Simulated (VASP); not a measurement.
# Fe (Im-3m) in VASP: further runs

The runs below take Fe through single point, with r2SCAN.

Program: VASP 6.6.1. These are calculated values, not measurements. Logs are shortened: lines on timing, memory, paths and dates and some standing lists are left out, and cuts for length are marked.

## (1) The cell of the first run

The structure is cubic, space group Im-3m (No. 229). Conventional cell: a = 2.790 Å, b = 2.790 Å, c = 2.790 Å, α = 90.00°, β = 90.00°, γ = 90.00°. Within 3.2 Å of Fe (site symmetry m-3m) lie 14 Fe at 2.42 to 2.79 Å.

## (2) Single point, r2SCAN, collinear spin, ferromagnetic start (10.85 Å³/atom)

File POSCAR:

```
Fe
1.0
   -1.3948071837      1.3948071837      1.3948071837
    1.3948071837     -1.3948071837      1.3948071837
    1.3948071837      1.3948071837     -1.3948071837
Fe
1
Direct
    0.0000000000      0.0000000000      0.0000000000
```

File INCAR.step1:

```
SYSTEM = Fe
PREC = Accurate
ENCUT = 520
ISMEAR = 0
SIGMA = 0.05
LREAL = .False.
LASPH = .True.
NELM = 150
ISPIN = 2
MAGMOM = 3.03
LMAXMIX = 4
NBANDS = 14
GGA = PE
ALGO = Normal
EDIFF = 1E-4
LWAVE = .True.
LCHARG = .False.
```

File INCAR.step2:

```
SYSTEM = Fe
PREC = Accurate
ENCUT = 520
EDIFF = 1E-6
ISMEAR = 0
SIGMA = 0.05
LREAL = .False.
LASPH = .True.
NELM = 150
ALGO = Normal
ISIF = 2
LWAVE = .False.
LCHARG = .False.
ISPIN = 2
MAGMOM = 3.03
LORBIT = 11
LMAXMIX = 4
METAGGA = R2SCAN
LMIXTAU = .True.
NBANDS = 14
ISTART = 1
```

File KPOINTS:

```
Automatic mesh
0
Gamma
  22 22 22
  0 0 0
```

Potentials or basis: VASP PAW PBE potentials, release 64 (Fe).

The run is started by

```
cat potpaw_PBE.64/Fe/POTCAR > POTCAR
cp INCAR.step1 INCAR
mpirun -np 1 vasp_std > vasp.out
cp INCAR.step2 INCAR
mpirun -np 1 vasp_std > vasp.out
```

OUTCAR:

```text
SYSTEM = Fe
   PREC = Accurate
   ENCUT = 520
   EDIFF = 1E-6
   ISMEAR = 0
   LREAL = .False.
   LASPH = .True.
   NELM = 150
   ISIF = 2
   ISPIN = 2
   LORBIT = 11
   METAGGA = R2SCAN
   ISTART = 1

 ion  position               nearest neighbor table
   1  0.000  0.000  0.000-

  LATTYP: Found a body centered cubic cell.
 ALAT       =     2.7896143674

  Lattice vectors:

 A1 = (  -1.3948071837,   1.3948071837,   1.3948071837)
 A2 = (   1.3948071837,  -1.3948071837,   1.3948071837)
 A3 = (   1.3948071837,   1.3948071837,  -1.3948071837)

Analysis of symmetry for initial positions (statically):
=====================================================================
 Subroutine PRICEL returns:
 Original cell was already a primitive cell.

 Routine SETGRP: Setting up the symmetry group for a
 body centered cubic supercell.

 Subroutine GETGRP returns: Found 48 space group operations
 (whereof 48 operations were pure point group operations)
 out of a pool of 48 trial point group operations.

The static configuration has the point symmetry O_h .

Analysis of symmetry for dynamics (positions and initial velocities):
=====================================================================
 Subroutine PRICEL returns:
 Original cell was already a primitive cell.

 Routine SETGRP: Setting up the symmetry group for a
 body centered cubic supercell.

 Subroutine GETGRP returns: Found 48 space group operations
 (whereof 48 operations were pure point group operations)
 out of a pool of 48 trial point group operations.

The dynamic configuration has the point symmetry O_h .

Analysis of structural, dynamic, and magnetic symmetry:
=====================================================================
 Subroutine PRICEL returns:
 Original cell was already a primitive cell.

 Routine SETGRP: Setting up the symmetry group for a
 body centered cubic supercell.

 Subroutine GETGRP returns: Found 48 space group operations
 (whereof 48 operations were pure point group operations)
 out of a pool of 48 trial point group operations.

The overall configuration has the point symmetry O_h .

 Subroutine INISYM returns: Found 48 space group operations
 (whereof 48 operations are pure point group operations),
 and found     1 'primitive' translations

----------------------------------------------------------------------------------------

                                     Primitive cell

  volume of cell :      10.8543

  direct lattice vectors                    reciprocal lattice vectors
    -1.394807184  1.394807184  1.394807184     0.000000000  0.358472487  0.358472487
     1.394807184 -1.394807184  1.394807184     0.358472487  0.000000000  0.358472487
     1.394807184  1.394807184 -1.394807184     0.358472487  0.358472487  0.000000000

  length of vectors
     2.415876909  2.415876909  2.415876909     0.506956653  0.506956653  0.506956653

  position of ions in fractional coordinates (direct lattice)
     0.000000000  0.000000000  0.000000000

  ion indices of the primitive-cell ions
   primitive index   ion index
                 1           1

----------------------------------------------------------------------------------------

 KPOINTS: Automatic mesh

Automatic generation of k-mesh.
 Grid dimensions read from file:
 generate k-points for:   22   22   22

 Generating k-lattice:

  Cartesian coordinates                     Fractional coordinates (reciprocal lattice)
     0.000000000  0.016294204  0.016294204     0.045454545  0.000000000  0.000000000
     0.016294204  0.000000000  0.016294204     0.000000000  0.045454545  0.000000000
     0.016294204  0.016294204  0.000000000     0.000000000  0.000000000  0.045454545

  Length of vectors
     0.023043484  0.023043484  0.023043484

  Shift w.r.t. Gamma in fractional coordinates (k-lattice)
     0.000000000  0.000000000  0.000000000

 Subroutine IBZKPT returns following result:
 ===========================================

 Found    328 irreducible k-points:

 Following reciprocal coordinates:
            Coordinates               Weight
  0.000000  0.000000  0.000000      1.000000
  0.045455  0.000000  0.000000     12.000000
  0.090909  0.000000  0.000000     12.000000
  0.136364  0.000000  0.000000     12.000000
  0.181818  0.000000  0.000000     12.000000
  0.227273  0.000000  0.000000     12.000000
[... 16 lines left out ...]
  0.090909  0.090909  0.000000     24.000000
  0.136364  0.090909  0.000000     48.000000
 [... further k-points ...]
   k-points           NKPTS =    328   k-points in BZ     NKDIM =    328   number of bands    NBANDS=     14
   number of dos      NEDOS =    301   number of ions     NIONS =      1
   total plane-waves  NPLWV =   5832
   dimension x,y,z NGX =    18 NGY =   18 NGZ =   18
   dimension x,y,z NGXF=    36 NGYF=   36 NGZF=   36
   ions per type =               1
   NGX,Y,Z   is equivalent  to a cutoff of  12.39, 12.39, 12.39 a.u.
   NGXF,Y,Z  is equivalent  to a cutoff of  24.77, 24.77, 24.77 a.u.
 SYSTEM =  Fe
   PREC   = accura    normal or accurate (medium, high low for compatibility)
   ISTART =      1    job   : 0-new  1-cont  2-samecut
   ICHARG =      0    charge: 1-file 2-atom 10-const
   ISPIN  =      2    spin polarized calculation?
   LNONCOLLINEAR =      F non collinear calculations
   LSORBIT =      F    spin-orbit coupling
   LASPH  =      T    aspherical Exc in radial PAW
   ENCUT  =  520.0 eV  38.22 Ry    6.18 a.u.   4.49  4.49  4.49*2*pi/ulx,y,z
   NELM   =    150;   NELMIN=  2; NELMDL=  0     # of ELM steps
   EDIFF  = 0.1E-05   stopping-criterion for ELM
   LREAL  =      F    real-space projection
   EDIFFG = 0.1E-04   stopping-criterion for IOM
   NSW    =      0    number of steps for IOM
   IBRION =     -1    ionic relax: 0-MD 1-quasi-New 2-CG
   NFREE  =      0    steps in history (QN), initial steepest desc. (CG)
   ISIF   =      2    stress and relaxation
   ISYM   =      2    0-nonsym 1-usesym 2-fastsym
   POTIM  = 0.5000    time-step for ionic-motion
   TEBEG  =    0.0;   TEEND  =   0.0 temperature during run
   PSTRESS=    0.0 pullay stress
   NELECT =       8.0000    total number of electrons
   NUPDOWN=      -1.0000    fix difference up-down
   EMIN   =  10.00;   EMAX   =-10.00  energy-range for DOS
   EFERMI =   0.00;   METHOD = LEGACY
   ISMEAR =     0;   SIGMA  =   0.05  broadening in eV -4-tet -1-fermi 0-gaus
   EFERMI_NEDOS =   21; number of points for ismear=-14 and -15
   IALGO  =     38    algorithm
   IMIX   =      4    mixing-type and parameters
     AMIX     =   0.40;   BMIX     =  1.00
     AMIX_MAG =   1.60;   BMIX_MAG =  1.00
  volume/ion in A,a.u.               =      10.85        73.25
  Fermi-wavevector in a.u.,A,eV,Ry     =   1.478781  2.794492 29.753146  2.186795
  Thomas-Fermi vector in A             =   2.593020
   LORBIT       =     11    0 simple, 1 ext, 2 COOP (PROOUT), +10 PAW based schemes
   METAGGA = R2SCAN    functional components
   LHFCALC =     F    Hartree Fock is set to
   AEXX    =    0.0000 exact exchange contribution
   IVDW    =     0    specifies the selected vdW correction
   LEPSILON=     F    determine dielectric tensor
   LRPA    =     F    only Hartree local field effects (RPA)
 spin polarized calculation
 Gauss-broadening in eV      SIGMA  =   0.05
  energy-cutoff  :      520.00
  volume of cell :       10.85
 maximum number of plane-waves:       321
 NGX is ok and might be reduce to    18
   NGX =  9   NGY =  9   NGZ =  9

 number of electron       8.0000004 magnetization       2.5346594

 Free energy of the ion-electron system (eV)
  ---------------------------------------------------
  ext. energy  EPLUGINS =         0.00000000
  ---------------------------------------------------
  free energy    TOTEN  =       -14.31611415 eV

  energy without entropy =      -14.31535756  energy(sigma->0) =      -14.31573585

 E-fermi :   6.1398     XC(G=0): -14.5411

 val. band max:        6.1229522999   @ k =   0.1364   0.0000   0.0000
 cond. band min:       6.1446669993   @ k =  -0.1818   0.2273   0.0909
 fundamental gap:      0.0217146994
 Fermi energy:         6.1397761065

 spin component 1

 k-point     1 :       0.0000    0.0000    0.0000
  band No.  band energies     occupation
      1      -2.6768      1.00000
      2       3.1722      1.00000
      3       3.1722      1.00000
      4       3.1722      1.00000
      5       4.5401      1.00000
      6       4.5401      1.00000
      7      32.7844      0.00000
      8      32.7845      0.00000
      9      32.7845      0.00000
     10      38.1681      0.00000
     11      38.1681      0.00000
     12      40.3275      0.00000
     13      40.3275      0.00000
     14      40.3276      0.00000
[... 375 lines left out ...]
 k-point    24 :       0.1364    0.0909    0.0000
  band No.  band energies     occupation
      1      -1.0615      1.00000
      2       2.8355      1.00000
      3       2.9575      1.00000
      4       4.1252      1.00000
      5       4.2608      1.00000
      6       4.6309      1.00000
      7      26.4185      0.00000
      8      28.2645      0.00000
      9      32.5780      0.00000
     10      33.1584      0.00000
     11      37.1024      0.00000
     12      38.5786      0.00000
     13      42.5327      0.00000
     14      42.8422      0.00000

 [... further k-points ...]

 spin component 2

 k-point     1 :       0.0000    0.0000    0.0000
  band No.  band energies     occupation
      1      -3.2610      1.00000
      2       6.4161      0.00000
      3       6.4162      0.00000
      4       6.4162      0.00000
      5       8.8422      0.00000
      6       8.8423      0.00000
      7      32.4291      0.00000
      8      32.4292      0.00000
      9      32.4292      0.00000
     10      38.7712      0.00000
     11      38.7712      0.00000
     12      42.1035      0.00000
     13      42.1036      0.00000
     14      42.1038      0.00000
[... 375 lines left out ...]
 k-point    24 :       0.1364    0.0909    0.0000
  band No.  band energies     occupation
      1      -1.5456      1.00000
      2       5.9096      1.00000
      3       6.0183      0.99970
      4       7.4685      0.00000
      5       8.3638      0.00000
      6       8.9548      0.00000
      7      26.9746      0.00000
      8      28.7732      0.00000
      9      33.0694      0.00000
     10      34.3611      0.00000
     11      38.0147      0.00000
     12      40.0654      0.00000
     13      43.8073      0.00000
     14      44.1358      0.00000

 [... further k-points ...]

------------------------ aborting loop because EDIFF is reached ----------------------------------------

  FORCE on cell =-STRESS in cart. coord.  units (eV):
  Direction    XX          YY          ZZ          XY          YZ          ZX
  --------------------------------------------------------------------------------------
  -------------------------------------------------------------------------------------
  Total        1.0921566      1.0921566      1.0921566      0.0000000      0.0000000      0.0000000
  in kB      161.2103728    161.2103728    161.2103728      0.0000000      0.0000000      0.0000000
  external PRESSURE =     161.2103728 kB  Pullay stress =       0.0000000 kB

 VOLUME and BASIS-vectors are now :
 -----------------------------------------------------------------------------
  energy-cutoff  :      520.00
  volume of cell :       10.85
      direct lattice vectors                 reciprocal lattice vectors
    -1.394807184  1.394807184  1.394807184     0.000000000  0.358472487  0.358472487
     1.394807184 -1.394807184  1.394807184     0.358472487  0.000000000  0.358472487
     1.394807184  1.394807184 -1.394807184     0.358472487  0.358472487  0.000000000

 POSITION                                       TOTAL-FORCE (eV/Angst)
 -----------------------------------------------------------------------------------
      0.00000      0.00000      0.00000         0.000000     -0.000000      0.000000
 -----------------------------------------------------------------------------------
    total drift:                                0.000000      0.000000      0.000000

  FREE ENERGIE OF THE ION-ELECTRON SYSTEM (eV)
  ---------------------------------------------------
  free  energy   TOTEN  =       -14.3161141475 eV

  energy  without entropy=      -14.3153575608  energy(sigma->0) =      -14.31573585

 total charge

# of ion       s       p       d       tot
------------------------------------------
    1        0.511   0.616   6.250   7.376

 magnetization (x)

# of ion       s       p       d       tot
------------------------------------------
    1       -0.015  -0.117   2.708   2.576
```

Wall time 5.5 min (1 thread of Intel Xeon Platinum 8259CL at 2.50GHz (Skylake/Cascade Lake), shared host); peak memory 0.19 GiB.

What came out:

```
Free energy                                           : -14.3161 eV
Pressure                                              : 16.1 GPa
Net moment                                            : 2.53 μB per cell
Site moments                                          : Fe +2.58 μB
Valence electrons inside the program's atomic spheres : Fe 7.38
```

Caveat: the cell stands under pressure; the PAW data sets were made with another functional, which shifts forces and pressure a little.

(Part 1 of 2 ends here.)
